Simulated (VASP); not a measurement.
# Si (R-3m) in VASP: notebook

Si is run at these levels: LDA; tasks: single point.

Program: VASP 6.6.1. These are calculated values, not measurements. Logs are shortened: lines on timing, memory, paths and dates and some standing lists are left out, and cuts for length are marked.

### 1 The cell of the first run

It takes space group R-3m (No. 166, trigonal). Conventional cell: a = 3.821 Å, b = 3.821 Å, c = 9.501 Å, α = 90.00°, β = 90.00°, γ = 120.00°. Within 3.1 Å of Si (site symmetry 3m) lie 4 Si at 2.34 to 2.38 Å.

### 2 Single point, LDA (equal xy, yz and zx shear strains of +1 %)

Input file INCAR:

```
PREC = Accurate ; ENCUT = 520
EDIFF = 1E-6 ; ISMEAR = -1
SIGMA = 0.08 ; LREAL = F
LASPH = T ; NELM = 100
ALGO = Normal ; ISIF = 2
LWAVE = F ; LCHARG = T
GGA = CA ; LELF = T
LVHAR = T ; NBANDS = 11
```

Input file KPOINTS:

```
Automatic mesh
0
Gamma
  12 12 12
```

Input file POSCAR:

```
Si
1.0
    0.0271547000      2.7290473500      2.7290473500
    2.7290473500      0.0271547000      2.7290473500
    2.7290473500      2.7290473500      0.0271547000
Si
2
Direct
    0.5000000000      0.5000000000      0.5000000000
    0.7500000000      0.7500000000      0.7500000000
```

Potentials or basis: VASP PAW LDA potentials, release 64 (Si).

On the command line:

```bash
$ cat potpaw_LDA.64/Si/POTCAR > POTCAR
$ mpirun -np 1 vasp_std > vasp.out
```

OUTCAR:

```text
PREC = Accurate
   ENCUT = 520
   EDIFF = 1E-6
   ISMEAR = -1
   LREAL = F
   LASPH = T
   NELM = 100
   ISIF = 2
   GGA = CA

 ion  position               nearest neighbor table
   1  0.500  0.500  0.500-   2 2.34   2 2.34   2 2.34   2 2.38
   2  0.750  0.750  0.750-   1 2.34   1 2.34   1 2.34   1 2.38

  LATTYP: Found a trigonal (rhomboedric) cell.
 ALAT       =     3.8595513023
 COS(alpha) =     0.5099250056

  Lattice vectors:

 A1 = (   0.0271547000,   2.7290473500,   2.7290473500)
 A2 = (   2.7290473500,   0.0271547000,   2.7290473500)
 A3 = (   2.7290473500,   2.7290473500,   0.0271547000)

Analysis of symmetry for initial positions (statically):
=====================================================================
 Subroutine PRICEL returns:
 Original cell was already a primitive cell.

 Routine SETGRP: Setting up the symmetry group for a
 trigonal (rhombohedral) supercell.

 Subroutine GETGRP returns: Found 12 space group operations
 (whereof  6 operations were pure point group operations)
 out of a pool of 12 trial point group operations.

The static configuration has the point symmetry C_3v.
 The point group associated with its full space group is D_3d.

Analysis of symmetry for dynamics (positions and initial velocities):
=====================================================================
 Subroutine PRICEL returns:
 Original cell was already a primitive cell.

 Routine SETGRP: Setting up the symmetry group for a
 trigonal (rhombohedral) supercell.

 Subroutine GETGRP returns: Found 12 space group operations
 (whereof  6 operations were pure point group operations)
 out of a pool of 12 trial point group operations.

The dynamic configuration has the point symmetry C_3v.
 The point group associated with its full space group is D_3d.

 Subroutine INISYM returns: Found 12 space group operations
 (whereof  6 operations are pure point group operations),
 and found     1 'primitive' translations

----------------------------------------------------------------------------------------

                                     Primitive cell

  volume of cell :      40.0435

  direct lattice vectors                    reciprocal lattice vectors
     0.027154700  2.729047350  2.729047350    -0.185971581  0.184139349  0.184139349
     2.729047350  0.027154700  2.729047350     0.184139349 -0.185971581  0.184139349
     2.729047350  2.729047350  0.027154700     0.184139349  0.184139349 -0.185971581

  length of vectors
     3.859551302  3.859551302  3.859551302     0.320000044  0.320000044  0.320000044

  position of ions in fractional coordinates (direct lattice)
     0.500000000  0.500000000  0.500000000
     0.750000000  0.750000000  0.750000000

  ion indices of the primitive-cell ions
   primitive index   ion index
                 1           1
                 2           2

----------------------------------------------------------------------------------------

 KPOINTS: Automatic mesh

Automatic generation of k-mesh.
 Grid dimensions read from file:
 generate k-points for:   12   12   12

 Generating k-lattice:

  Cartesian coordinates                     Fractional coordinates (reciprocal lattice)
    -0.015497632  0.015344946  0.015344946     0.083333333 -0.000000000 -0.000000000
     0.015344946 -0.015497632  0.015344946    -0.000000000  0.083333333 -0.000000000
     0.015344946  0.015344946 -0.015497632    -0.000000000 -0.000000000  0.083333333

  Length of vectors
     0.026666670  0.026666670  0.026666670

  Shift w.r.t. Gamma in fractional coordinates (k-lattice)
     0.000000000  0.000000000  0.000000000

 Subroutine IBZKPT returns following result:
 ===========================================

 Found    189 irreducible k-points:

 Following reciprocal coordinates:
            Coordinates               Weight
  0.000000  0.000000  0.000000      1.000000
  0.083333 -0.000000 -0.000000      6.000000
  0.166667 -0.000000 -0.000000      6.000000
  0.250000 -0.000000 -0.000000      6.000000
  0.333333  0.000000 -0.000000      6.000000
  0.416667  0.000000 -0.000000      6.000000
[... 16 lines left out ...]
  0.500000  0.166667 -0.000000     12.000000
 -0.416667  0.166667  0.000000     12.000000
 [... further k-points ...]
   k-points           NKPTS =    189   k-points in BZ     NKDIM =    189   number of bands    NBANDS=     11
   number of dos      NEDOS =    301   number of ions     NIONS =      2
   total plane-waves  NPLWV =  27000
   dimension x,y,z NGX =    30 NGY =   30 NGZ =   30
   dimension x,y,z NGXF=    60 NGYF=   60 NGZF=   60
   ions per type =               2
   NGX,Y,Z   is equivalent  to a cutoff of  12.92, 12.92, 12.92 a.u.
   NGXF,Y,Z  is equivalent  to a cutoff of  25.84, 25.84, 25.84 a.u.
 SYSTEM =  unknown system
   PREC   = accura    normal or accurate (medium, high low for compatibility)
   ISTART =      0    job   : 0-new  1-cont  2-samecut
   ICHARG =      2    charge: 1-file 2-atom 10-const
   ISPIN  =      1    spin polarized calculation?
   LNONCOLLINEAR =      F non collinear calculations
   LSORBIT =      F    spin-orbit coupling
   LASPH  =      T    aspherical Exc in radial PAW
   ENCUT  =  520.0 eV  38.22 Ry    6.18 a.u.   7.18  7.18  7.18*2*pi/ulx,y,z
   NELM   =    100;   NELMIN=  2; NELMDL= -5     # of ELM steps
   EDIFF  = 0.1E-05   stopping-criterion for ELM
   LREAL  =      F    real-space projection
   EDIFFG = 0.1E-04   stopping-criterion for IOM
   NSW    =      0    number of steps for IOM
   IBRION =     -1    ionic relax: 0-MD 1-quasi-New 2-CG
   NFREE  =      0    steps in history (QN), initial steepest desc. (CG)
   ISIF   =      2    stress and relaxation
   ISYM   =      2    0-nonsym 1-usesym 2-fastsym
   POTIM  = 0.5000    time-step for ionic-motion
   TEBEG  =    0.0;   TEEND  =   0.0 temperature during run
   PSTRESS=    0.0 pullay stress
   NELECT =       8.0000    total number of electrons
   NUPDOWN=      -1.0000    fix difference up-down
   EMIN   =  10.00;   EMAX   =-10.00  energy-range for DOS
   EFERMI =   0.00;   METHOD = LEGACY
   ISMEAR =    -1;   SIGMA  =   0.08  broadening in eV -4-tet -1-fermi 0-gaus
   EFERMI_NEDOS =   21; number of points for ismear=-14 and -15
   IALGO  =     38    algorithm
   IMIX   =      4    mixing-type and parameters
     AMIX     =   0.40;   BMIX     =  1.00
     AMIX_MAG =   1.60;   BMIX_MAG =  1.00
  volume/ion in A,a.u.               =      20.02       135.11
  Fermi-wavevector in a.u.,A,eV,Ry     =   0.957034  1.808532 12.461764  0.915914
  Thomas-Fermi vector in A             =   2.086016
   LORBIT       =      0    0 simple, 1 ext, 2 COOP (PROOUT), +10 PAW based schemes
   GGA     = CA    functional components
   LHFCALC =     F    Hartree Fock is set to
   AEXX    =    0.0000 exact exchange contribution
   IVDW    =     0    specifies the selected vdW correction
   LEPSILON=     F    determine dielectric tensor
   LRPA    =     F    only Hartree local field effects (RPA)
 non-spin polarized calculation
  energy-cutoff  :      520.00
  volume of cell :       40.04
 maximum number of plane-waves:      1093
 NGX is ok and might be reduce to    30
   NGX = 15   NGY = 15   NGZ = 15

 number of electron       8.0000000 magnetization

 Free energy of the ion-electron system (eV)
  ---------------------------------------------------
  ext. energy  EPLUGINS =         0.00000000
  ---------------------------------------------------
  free energy    TOTEN  =       -11.91335215 eV

  energy without entropy =      -11.91285760  energy(sigma->0) =      -11.91310488

 E-fermi :   5.9935     XC(G=0):  -9.6056

 val. band max:        5.7810699227   @ k =   0.0000   0.0000   0.0000
 cond. band min:       6.2340832136   @ k =   0.4167   0.4167  -0.0000
 fundamental gap:      0.4530132908
 Fermi energy:         5.9935049316

 k-point     1 :       0.0000    0.0000    0.0000
  band No.  band energies     occupation
      1      -6.1888      2.00000
      2       5.7429      1.91643
      3       5.7811      1.86869
      4       5.7811      1.86869
      5       8.1075      0.00000
      6       8.3691      0.00000
      7       8.3691      0.00000
      8       9.0122      0.00000
      9      13.4501      0.00000
     10      13.4984      0.00000
     11      13.4984      0.00000

 k-point     2 :       0.0833   -0.0000   -0.0000
  band No.  band energies     occupation
      1      -6.0970      2.00000
      2       4.9212      2.00000
      3       5.5990      1.98566
      4       5.6329      1.97819
      5       8.2180      0.00000
      6       8.4576      0.00000
      7       8.5853      0.00000
      8       9.7105      0.00000
      9      13.1939      0.00000
     10      13.2192      0.00000
     11      13.8566      0.00000

 k-point     3 :       0.1667   -0.0000   -0.0000
  band No.  band energies     occupation
      1      -5.8242      2.00000
      2       3.3985      2.00000
      3       5.2891      1.99970
      4       5.3173      1.99957
      5       7.9901      0.00000
      6       8.8354      0.00000
      7       9.0281      0.00000
      8      11.1184      0.00000
      9      12.7815      0.00000
     10      12.8470      0.00000
     11      14.6249      0.00000
[... 267 lines left out ...]
 k-point    23 :       0.5000    0.1667   -0.0000
  band No.  band energies     occupation
      1      -3.6689      2.00000
      2      -0.8475      2.00000
      3       2.9549      2.00000
      4       3.9585      2.00000
      5       7.6827      0.00000
      6       9.7876      0.00000
      7      10.3040      0.00000
      8      12.2157      0.00000
      9      14.9951      0.00000
     10      16.1628      0.00000
     11      17.2543      0.00000

 k-point    24 :      -0.4167    0.1667    0.0000
  band No.  band energies     occupation
      1      -3.5408      2.00000
      2      -1.0252      2.00000
      3       2.7477      2.00000
      4       4.1490      2.00000
      5       7.8255      0.00000
      6       9.7244      0.00000
      7      10.0729      0.00000
      8      13.7646      0.00000
      9      14.0858      0.00000
     10      14.5091      0.00000
     11      16.7950      0.00000

 [... further k-points ...]

------------------------ aborting loop because EDIFF is reached ----------------------------------------

  FORCE on cell =-STRESS in cart. coord.  units (eV):
  Direction    XX          YY          ZZ          XY          YZ          ZX
  --------------------------------------------------------------------------------------
  -------------------------------------------------------------------------------------
  Total       -0.3558694     -0.3558694     -0.3558694     -0.2473575     -0.2473575     -0.2473575
  in kB      -14.2386457    -14.2386457    -14.2386457     -9.8969897     -9.8969897     -9.8969897
  external PRESSURE =     -14.2386457 kB  Pullay stress =       0.0000000 kB

 VOLUME and BASIS-vectors are now :
 -----------------------------------------------------------------------------
  energy-cutoff  :      520.00
  volume of cell :       40.04
      direct lattice vectors                 reciprocal lattice vectors
     0.027154700  2.729047350  2.729047350    -0.185971581  0.184139349  0.184139349
     2.729047350  0.027154700  2.729047350     0.184139349 -0.185971581  0.184139349
     2.729047350  2.729047350  0.027154700     0.184139349  0.184139349 -0.185971581

 POSITION                                       TOTAL-FORCE (eV/Angst)
 -----------------------------------------------------------------------------------
      2.74262      2.74262      2.74262         0.088399      0.088399      0.088399
      4.11394      4.11394      4.11394        -0.088399     -0.088399     -0.088399
 -----------------------------------------------------------------------------------
    total drift:                                0.000000     -0.000000     -0.000000

  FREE ENERGIE OF THE ION-ELECTRON SYSTEM (eV)
  ---------------------------------------------------
  free  energy   TOTEN  =       -11.9133521490 eV

  energy  without entropy=      -11.9128576030  energy(sigma->0) =      -11.91310488
```

It took 1.8 min on 1 thread of AMD EPYC 7R13, shared host; peak memory 0.16 GiB.

What came out:

```
Free energy            : -11.9134 eV
Pressure               : -1.4 GPa
Largest force          : 0.153 eV/Å
Band gap on the k mesh : 0.45 eV (least direct gap 2.33 eV)
```

Forces on the atoms (eV/Å):
```
Si   0.088  0.088  0.088
Si  -0.088 -0.088 -0.088
```

Caveat: the cell differs from its parent crystal (equal xy, yz and zx shear strains of +1 %). A k mesh can miss the band edges.

(Continued in part 2 of 2.)
